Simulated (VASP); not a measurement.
# CuSb2 (P-3m1) in VASP: settings compared, part 2 of 2

VASP 6.6.1. The steps go on from the part before.

**4. Single point, PBE**

This run uses another cell than the first one, of 23.28 Å³/atom.

Contents of INCAR:

```
SYSTEM = CuSb2
ALGO     = Normal         ! electronic algorithm
EDIFF    = 1E-6           ! SCF threshold, eV
ENCUT    = 520            ! plane-wave cutoff, eV
GGA      = PE             ! functional
ISIF     = 2              ! what is computed and relaxed
ISMEAR   = 0              ! smearing method
LASPH    = .True.         ! aspherical terms in the spheres
LCHARG   = .True.         ! write CHGCAR
LELF     = .True.         ! ELF
LREAL    = .False.        ! projectors in reciprocal space
LVHAR    = .True.       
LWAVE    = .False.        ! write WAVECAR
NBANDS   = 18             ! bands
NELM     = 100            ! most SCF steps
PREC     = Accurate       ! precision mode
SIGMA    = 0.05           ! smearing width, eV
```

Contents of KPOINTS:

```
k-points
0
Gamma
  10 10 8
  0 0 0
```

Contents of POSCAR:

```
CuSb2
1.0
    4.0319689635      0.0000000000      0.0000000000
   -2.0159844818      3.4917875497      0.0000000000
    0.0000000000      0.0000000000      4.9605841529
Cu Sb
1 2
Direct
    0.0000000000      0.0000000000      0.0000000000
    0.3333333333      0.6666666667      0.2588614725
    0.6666666667      0.3333333333      0.7411385275
```

Potentials or basis: VASP PAW PBE potentials, release 64 (Cu, Sb).

Command:

```bash
$ cat potpaw_PBE.64/Cu/POTCAR potpaw_PBE.64/Sb/POTCAR > POTCAR
$ mpirun -np 1 vasp_std > vasp.out
```

OUTCAR:

```text
SYSTEM = CuSb2
   EDIFF = 1E-6
   ENCUT = 520
   GGA = PE
   ISIF = 2
   ISMEAR = 0
   LASPH = .True.
   LREAL = .False.
   NELM = 100
   PREC = Accurate

 ion  position               nearest neighbor table
   1  0.000  0.000  0.000-   2 2.66   3 2.66   3 2.66   2 2.66   3 2.66   2 2.66
   2  0.333  0.667  0.259-   1 2.66   1 2.66   1 2.66   3 3.34   3 3.34   3 3.34   3 3.47   3 3.47
                             3 3.47
   3  0.667  0.333  0.741-   1 2.66   1 2.66   1 2.66   2 3.34   2 3.34   2 3.34   2 3.47   2 3.47
                             2 3.47

  LATTYP: Found a hexagonal cell.
 ALAT       =     4.0319689635
 C/A-ratio  =     1.2303130797

  Lattice vectors:

 A1 = (   4.0319689635,   0.0000000000,   0.0000000000)
 A2 = (  -2.0159844818,   3.4917875497,   0.0000000000)
 A3 = (   0.0000000000,   0.0000000000,   4.9605841529)

Analysis of symmetry for initial positions (statically):
=====================================================================
 Subroutine PRICEL returns:
 Original cell was already a primitive cell.

 Routine SETGRP: Setting up the symmetry group for a
 hexagonal supercell.

 Subroutine GETGRP returns: Found 12 space group operations
 (whereof 12 operations were pure point group operations)
 out of a pool of 24 trial point group operations.

The static configuration has the point symmetry D_3d.

Analysis of symmetry for dynamics (positions and initial velocities):
=====================================================================
 Subroutine PRICEL returns:
 Original cell was already a primitive cell.

 Routine SETGRP: Setting up the symmetry group for a
 hexagonal supercell.

 Subroutine GETGRP returns: Found 12 space group operations
 (whereof 12 operations were pure point group operations)
 out of a pool of 24 trial point group operations.

The dynamic configuration has the point symmetry D_3d.
[... 117 lines left out ...]
   EFERMI_NEDOS =   21; number of points for ismear=-14 and -15
   IALGO  =     38    algorithm
   IMIX   =      4    mixing-type and parameters
     AMIX     =   0.40;   BMIX     =  1.00
     AMIX_MAG =   1.60;   BMIX_MAG =  1.00
  volume/ion in A,a.u.               =      23.28       157.10
  Fermi-wavevector in a.u.,A,eV,Ry     =   1.096769  2.072594 16.366490  1.202903
  Thomas-Fermi vector in A             =   2.233117
   LORBIT       =      0    0 simple, 1 ext, 2 COOP (PROOUT), +10 PAW based schemes
   GGA     = PE    functional components
   LHFCALC =     F    Hartree Fock is set to
   AEXX    =    0.0000 exact exchange contribution
   IVDW    =     0    specifies the selected vdW correction
   LEPSILON=     F    determine dielectric tensor
   LRPA    =     F    only Hartree local field effects (RPA)
 non-spin polarized calculation
 Gauss-broadening in eV      SIGMA  =   0.05
  energy-cutoff  :      520.00
  volume of cell :       69.84
 maximum number of plane-waves:      1914
 NGX is ok and might be reduce to    30
   NGX = 15   NGY = 15   NGZ = 19

 number of electron      21.0000027 magnetization

 Free energy of the ion-electron system (eV)
  ---------------------------------------------------
  ext. energy  EPLUGINS =         0.00000000
  ---------------------------------------------------
  free energy    TOTEN  =       -11.73723487 eV

  energy without entropy =      -11.73549249  energy(sigma->0) =      -11.73636368

 E-fermi :   7.4383     XC(G=0): -10.2961

 val. band max:        7.4333325294   @ k =   0.2000   0.2000   0.1250
 cond. band min:       7.4518654010   @ k =   0.1000   0.0000   0.3750
 fundamental gap:      0.0185328716
 Fermi energy:         7.4382814501

 k-point     1 :       0.0000    0.0000    0.0000
  band No.  band energies     occupation
      1      -4.6575      2.00000
      2       0.0317      2.00000
      3       2.3616      2.00000
      4       3.3447      2.00000
      5       3.3447      2.00000
      6       4.0513      2.00000
[... 481 lines left out ...]
      5       3.6684      2.00000
      6       4.0886      2.00000
[... 10 lines left out ...]
     17      15.2180      0.00000
     18      18.9480      0.00000

 [... further k-points ...]

------------------------ aborting loop because EDIFF is reached ----------------------------------------

  FORCE on cell =-STRESS in cart. coord.  units (eV):
  Direction    XX          YY          ZZ          XY          YZ          ZX
  --------------------------------------------------------------------------------------
  -------------------------------------------------------------------------------------
  Total       -0.0183069     -0.0183069     -0.0462764      0.0000000      0.0000000     -0.0000000
  in kB       -0.4199798     -0.4199798     -1.0616273      0.0000000      0.0000000     -0.0000000
  external PRESSURE =      -0.6338623 kB  Pullay stress =       0.0000000 kB

 VOLUME and BASIS-vectors are now :
 -----------------------------------------------------------------------------
  energy-cutoff  :      520.00
  volume of cell :       69.84
      direct lattice vectors                 reciprocal lattice vectors
     4.031968963  0.000000000  0.000000000     0.248017782  0.143193133  0.000000000
    -2.015984482  3.491787550  0.000000000     0.000000000  0.286386267  0.000000000
     0.000000000  0.000000000  4.960584153     0.000000000  0.000000000  0.201589162

 POSITION                                       TOTAL-FORCE (eV/Angst)
 -----------------------------------------------------------------------------------
      0.00000      0.00000      0.00000        -0.000000      0.000000      0.000000
     -0.00000      2.32786      1.28410        -0.000000      0.000000      0.024767
      2.01598      1.16393      3.67648         0.000000     -0.000000     -0.024767
 -----------------------------------------------------------------------------------
    total drift:                                0.000000      0.000000      0.000000

  FREE ENERGIE OF THE ION-ELECTRON SYSTEM (eV)
  ---------------------------------------------------
  free  energy   TOTEN  =       -11.7372348726 eV

  energy  without entropy=      -11.7354924950  energy(sigma->0) =      -11.73636368
```

stdout:

```text
POSCAR found type information on POSCAR CuSb
 POSCAR found :  2 types and       3 ions
 scaLAPACK will be used
 LDA part: xc-table for (Slater+PW92), standard interpolation
 POSCAR, INCAR and KPOINTS ok, starting setup
 FFT: planning ... GRIDC
 FFT: planning ... GRID_SOFT
 FFT: planning ... GRID
 WAVECAR not read
 entering main loop
```

Run time: 56 s. Hardware: 1 thread of Intel Xeon 6975P-C (Granite Rapids), shared host; peak memory 0.26 GiB.

Results:

```
Free energy            : -11.7372 eV
Pressure               : -0.1 GPa
Largest force          : 0.025 eV/Å
Band gap on the k mesh : zero (an odd number of electrons rules out a gap without spin polarisation)
```

Forces in eV/Å, atoms in the order of the input:
```
Cu   0.000  0.000  0.000
Sb   0.000  0.000  0.025
Sb   0.000  0.000 -0.025
```

Levels at points of the mesh, in eV from the Fermi level:
```
           k point  band 8  band 9  band 10  band 11  band 12  band 13  band 14  band 15
(0.00, 0.00, 0.00)   -2.70    0.88     0.88     1.23     1.23     3.44     4.51     4.83
(0.50, 0.00, 0.00)   -2.37   -2.29    -2.27    -1.68     0.14     3.01     3.26     6.19
(0.00, 0.00, 0.50)    0.27    0.59     0.63     0.63     2.04     2.04     4.92     4.94
(0.50, 0.00, 0.50)   -3.28   -3.09    -1.06     0.45     1.06     1.32     5.75     6.20
```

Caveat: spin-orbit coupling is left out, which moves the levels of the heavy elements.

**5. Single point, PBE+D3(BJ)**

This run uses another cell than the first one, of 23.28 Å³/atom.

Contents of INCAR:

```
SYSTEM = CuSb2
ALGO = Normal
EDIFF = 1E-7
ENCUT = 520
GGA = PE
ISIF = 2
ISMEAR = 0
IVDW = 12
LASPH = .TRUE.
LCHARG = .TRUE.
LELF = .TRUE.
LREAL = .FALSE.
LVHAR = .TRUE.
LWAVE = .FALSE.
NBANDS = 18
NELM = 100
PREC = Accurate
SIGMA = 0.05
```

Contents of KPOINTS:

```
k-points
0
G
  10 10 8
  0 0 0
```

POSCAR is that of step 4.

Command:

```bash
$ cat potpaw_PBE.64/Cu/POTCAR potpaw_PBE.64/Sb/POTCAR > POTCAR
$ mpirun -np 1 vasp_std > vasp.out
```

Run time: 60 s. Hardware: 1 thread of Intel Xeon 6975P-C (Granite Rapids), shared host; peak memory 0.27 GiB.

The run converged. Its results:

| Quantity | Value |
| --- | --- |
| Free energy | -13.2131 eV |
| Pressure | -3.4 GPa |
| Largest force | 0.046 eV/Å |
| Band gap on the k mesh | zero (an odd number of electrons rules out a gap without spin polarisation) |
| Dispersion energy per atom | -0.492 eV |

Forces in eV/Å, atoms in the order of the input:
```
Cu   0.000  0.000  0.000
Sb   0.000  0.000  0.046
Sb   0.000  0.000 -0.046
```

Stress tensor (GPa, compression positive):
```
-3.36  0.00  0.00
 0.00 -3.36  0.00
 0.00  0.00 -3.44
```

Levels at points of the mesh, in eV from the Fermi level:
```csv
k point,band 9,band 10,band 11,band 12,band 13,band 14
"(0.00, 0.00, 0.00)",0.88,0.88,1.23,1.23,3.44,4.51
"(0.50, 0.00, 0.00)",-2.29,-2.27,-1.68,0.14,3.01,3.26
"(0.00, 0.00, 0.50)",0.59,0.63,0.63,2.04,2.04,4.92
"(0.50, 0.00, 0.50)",-3.09,-1.06,0.45,1.06,1.32,5.75
```

Caveat: three body term missing; the cell stands under tension; spin-orbit coupling is left out, which moves the levels of the heavy elements.

**6. Single point, PBE**

This run uses another cell than the first one, of 23.28 Å³/atom.

Contents of INCAR:

```
  PREC = Accurate
  ENCUT = 520
  EDIFF = 1E-6
  ISMEAR = 1
  SIGMA = 0.025
  LREAL = False
  LASPH = True
  NELM = 100
  ALGO = Normal
  ISIF = 2
  LWAVE = False
  LCHARG = False
  GGA = PE
  NBANDS = 18
```

Contents of KPOINTS:

```
Automatic mesh
0
Gamma
  10 10 8
```

POSCAR is that of step 5.

Potentials or basis: VASP PAW PBE potentials, release 64 (Cu, Sb).

Command:

```bash
$ cat potpaw_PBE.64/Cu/POTCAR potpaw_PBE.64/Sb/POTCAR > POTCAR
$ mpirun -np 1 vasp_std > vasp.out
```

OUTCAR:

```text
PREC = Accurate
   ENCUT = 520
   EDIFF = 1E-6
   ISMEAR = 1
   LREAL = False
   LASPH = True
   NELM = 100
   ISIF = 2
   GGA = PE

 ion  position               nearest neighbor table
   1  0.000  0.000  0.000-   2 2.66   3 2.66   3 2.66   2 2.66   3 2.66   2 2.66
   2  0.333  0.667  0.259-   1 2.66   1 2.66   1 2.66   3 3.34   3 3.34   3 3.34   3 3.47   3 3.47
                             3 3.47
   3  0.667  0.333  0.741-   1 2.66   1 2.66   1 2.66   2 3.34   2 3.34   2 3.34   2 3.47   2 3.47
                             2 3.47

  LATTYP: Found a hexagonal cell.
[... 702 lines left out ...]
  Direction    XX          YY          ZZ          XY          YZ          ZX
  --------------------------------------------------------------------------------------
  -------------------------------------------------------------------------------------
  Total       -0.0009971     -0.0009971     -0.0486887      0.0000000      0.0000000      0.0000000
  in kB       -0.0228736     -0.0228736     -1.1169675      0.0000000      0.0000000      0.0000000
  external PRESSURE =      -0.3875716 kB  Pullay stress =       0.0000000 kB

 VOLUME and BASIS-vectors are now :
 -----------------------------------------------------------------------------
  energy-cutoff  :      520.00
  volume of cell :       69.84
      direct lattice vectors                 reciprocal lattice vectors
     4.031968963  0.000000000  0.000000000     0.248017782  0.143193133  0.000000000
    -2.015984482  3.491787550  0.000000000     0.000000000  0.286386267  0.000000000
     0.000000000  0.000000000  4.960584153     0.000000000  0.000000000  0.201589162

 POSITION                                       TOTAL-FORCE (eV/Angst)
 -----------------------------------------------------------------------------------
      0.00000      0.00000      0.00000        -0.000000      0.000000     -0.000000
     -0.00000      2.32786      1.28410        -0.000000     -0.000000      0.031426
      2.01598      1.16393      3.67648         0.000000      0.000000     -0.031426
 -----------------------------------------------------------------------------------
    total drift:                                0.000000      0.000000      0.000000

  FREE ENERGIE OF THE ION-ELECTRON SYSTEM (eV)
  ---------------------------------------------------
  free  energy   TOTEN  =       -11.7363519561 eV

  energy  without entropy=      -11.7363092556  energy(sigma->0) =      -11.73633772
```

OSZICAR:

```text
N       E                     dE             d eps       ncg     rms          rms(c)
DAV:   1     0.112182607511E+03    0.11218E+03   -0.82327E+03  3384   0.112E+03
DAV:   2    -0.647155581154E+01   -0.11865E+03   -0.11341E+03  3596   0.233E+02
DAV:   3    -0.130140292249E+02   -0.65425E+01   -0.63788E+01  4484   0.628E+01
DAV:   4    -0.131749885983E+02   -0.16096E+00   -0.16030E+00  4230   0.863E+00
DAV:   5    -0.131808111933E+02   -0.58226E-02   -0.58221E-02  4922   0.198E+00    0.126E+01
DAV:   6    -0.155255599894E+02   -0.23447E+01   -0.47363E+01  3756   0.187E+02    0.110E+01
DAV:   7    -0.119138746655E+02    0.36117E+01   -0.90432E+00  4394   0.871E+01    0.327E+00
DAV:   8    -0.117611269161E+02    0.15275E+00   -0.16619E+00  4670   0.341E+01    0.208E+00
DAV:   9    -0.117374995698E+02    0.23627E-01   -0.29427E-01  4988   0.108E+01    0.796E-01
DAV:  10    -0.117368849226E+02    0.61465E-03   -0.67413E-03  3750   0.600E-01    0.465E-01
DAV:  11    -0.117364769453E+02    0.40798E-03   -0.96537E-04  4858   0.423E-01    0.104E-01
DAV:  12    -0.117363499642E+02    0.12698E-03   -0.45188E-04  4700   0.584E-01    0.145E-02
DAV:  13    -0.117363525218E+02   -0.25576E-05   -0.59153E-05  4568   0.514E-02    0.325E-02
DAV:  14    -0.117363519561E+02    0.56573E-06   -0.40347E-06  3888   0.431E-02
   1 F= -.11736352E+02 E0= -.11736338E+02  d E =-.427005E-04
```

Run time: 56 s. Hardware: 1 thread of Intel Xeon 6975P-C (Granite Rapids), shared host; peak memory 0.25 GiB.

What came out:

| Property | Result |
| --- | --- |
| Free energy | -11.7364 eV |
| Pressure | 0.0 GPa |
| Largest force | 0.031 eV/Å |
| Band gap on the k mesh | zero (an odd number of electrons rules out a gap without spin polarisation) |

Forces on the atoms (eV/Å):
```
Cu   0.000  0.000  0.000
Sb   0.000  0.000  0.031
Sb   0.000  0.000 -0.031
```

Caveat: spin-orbit coupling is left out, which moves the levels of the heavy elements.

**7. Overview**

```tsv
level	cell	smearing	gap on the mesh (eV)	pressure (GPa)	largest force (eV/Å)
PBE	a = 4.009, b = 4.009, c = 4.918 Å, angles 90.0, 90.0, 120.0°, 3 atoms, atomic positions A	gaussian 0.05 eV	none	1.1	0.02
PBE	a = 4.032, b = 4.032, c = 4.861 Å, angles 90.0, 90.0, 120.0°, 3 atoms, atomic positions B	gaussian 0.05 eV	none	1.4	0.11
PBE	a = 4.032, b = 4.032, c = 4.961 Å, angles 90.0, 90.0, 120.0°, 3 atoms, atomic positions B	gaussian 0.05 eV	none	-0.1	0.02
PBE+D3(BJ)	a = 4.032, b = 4.032, c = 4.961 Å, angles 90.0, 90.0, 120.0°, 3 atoms, atomic positions B	gaussian 0.05 eV	none	-3.4	0.05
PBE	a = 4.032, b = 4.032, c = 4.961 Å, angles 90.0, 90.0, 120.0°, 3 atoms, atomic positions B	methfessel-paxton 0.025 eV	none	0.0	0.03
```

Alike in all rows: task single point; potentials or basis VASP PAW PBE potentials, release 64 (Cu, Sb); no spin polarisation; k mesh 10 × 10 × 8; cutoff (eV) 520.

Caveats: spin-orbit coupling is left out, which moves the levels of the heavy elements; three body term missing (at least some runs); the cell stands under tension (at least some runs).

Total energies depend on the potentials used, so only differences within one code and one set of settings carry meaning.
